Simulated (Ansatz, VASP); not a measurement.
## One calculation of SnSe2, two programs

INCAR

```
ALGO = Normal
EDIFF = 1E-7
ENCUT = 520
GGA = PS
ISIF = 2
ISMEAR = 0
LASPH = T
LCHARG = F
LREAL = F
LWAVE = F
NBANDS = 20
NELM = 100
PREC = Accurate
SIGMA = 0.05
```

File KPOINTS:

```
k-points
0
Gamma
  12 12 6
```

POSCAR

```
SnSe2
1.0
    3.8109987816      0.0000000000      0.0000000000
   -1.9054993908      3.3004217586      0.0000000000
    0.0000000000      0.0000000000      6.1370000000
Sn Se
1 2
Direct
    0.0000000000      0.0000000000      0.0000000000
    0.1758942906      0.6666666667      0.2988838195
    0.6666666667      0.3333333333      0.7500000000
```

Input for Ansatz:

```yaml
crystal:
  lattice:
    - [3.8109987816, 0.0, 0.0]
    - [-1.9054993908, 3.3004217586, 0.0]
    - [0.0, 0.0, 6.137]
  atoms:
    - { symbol: Sn, position: [0.0, 0.0, 0.0] }
    - { symbol: Se, position: [0.1758942906, 0.6666666667, 0.2988838195] }
    - { symbol: Se, position: [0.6666666667, 0.3333333333, 0.75] }
basis:
  ecutwfc: 420
kpoints:
  mp_grid: { grid: [12, 12, 6] }
hamiltonian:
  xc: pbesol
scf:
  occupations: { method: gaussian, width: 0.05 }
output:
  forces: true
  stress: true
  eigenvalues: true
```

Alike in both runs: task single point; functional PBEsol; k mesh 12 × 12 × 6; occupations gaussian, width 0.05 eV; no spin polarisation.

|  | VASP | Ansatz |
| --- | --- | --- |
| version | VASP 6.6.1 | Ansatz 0.2.0 |
| potentials or method | VASP PAW PBE potentials, release 64 (Sn_d, Se), cutoff 520 eV | scalar-relativistic, plane waves, PAW |
| valence electrons in the cell | 26 | 46 |

Ansatz gave:

- gap on the k mesh at the Fermi level (eV): none
- pressure (GPa): 0.7
- traceless stress, the component that is largest in VASP (GPa): 2.96
- rms of the force components (eV/Å): 0.527

Problem. What did VASP give for the same quantities?

Solution. gap on the k mesh at the Fermi level (eV): none; pressure (GPa): 0.8; traceless stress, the component that is largest in VASP (GPa): 2.97; rms of the force components (eV/Å): 0.530.

VASP's potentials were made for PBE, not for PBEsol. Atom by atom the forces differ by 0.010 eV/Å (rms over components). A gap of «none» marks a metal or a gap that the smearing closes. VASP's potentials hold 26 valence electrons a cell and Ansatz's 46, so a difference there can come from the potentials and not from the codes.
